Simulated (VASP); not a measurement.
AlIn2As3, 12 atoms in the cell. The structure is hexagonal, space group P6_3mc (No. 186). Conventional cell: a = 4.252 Å, b = 4.252 Å, c = 21.025 Å, α = 90.00°, β = 90.00°, γ = 120.00°. Within 3.3 Å of Al (site symmetry 3m) lie 4 As at 2.49 to 2.56 Å. In (site symmetry 3m) has 4 As at 2.64 to 2.69 Å within 3.5 Å. In (site symmetry 3m) has 4 As at 2.64 to 2.67 Å within 3.5 Å. As (site symmetry 3m) has 3 Al at 2.56 Å and 1 In at 2.69 Å within 3.4 Å. As (site symmetry 3m) has 4 In at 2.64 to 2.67 Å within 3.5 Å. Within 3.3 Å of As (site symmetry 3m) lie 1 Al at 2.49 Å and 3 In at 2.64 Å. 

- Program: VASP 6.6.1
- Task: single point
- Functional: PBE
- Potentials or basis: VASP PAW PBE potentials, release 64 (Al, In_d, As)
- Cutoff: 520 eV
- k mesh: 12 × 12 × 2
- Occupations: gaussian, width 0.1 eV
- Spin: no spin polarisation
- Dipole correction: no
- Further INCAR settings: ALGO = Normal; EDIFF = 1e-07; NBANDS = 56

Potentials or basis: VASP PAW PBE potentials, release 64 (Al, In_d, As).

Launch:

```sh
$ cat potpaw_PBE.64/Al/POTCAR potpaw_PBE.64/In_d/POTCAR potpaw_PBE.64/As/POTCAR > POTCAR
$ mpirun -np 1 vasp_std > vasp.out
```

Hardware: 1 thread of Intel(R) Xeon(R) Platinum 8488C (Sapphire Rapids), on a shared host.

Q: Estimate the wall time of this run.

A: Run time: 9.8 min on 1 thread of Intel(R) Xeon(R) Platinum 8488C (Sapphire Rapids) (shared host), peak memory 0.79 GiB. Counts: scf iterations 18, k points 38.
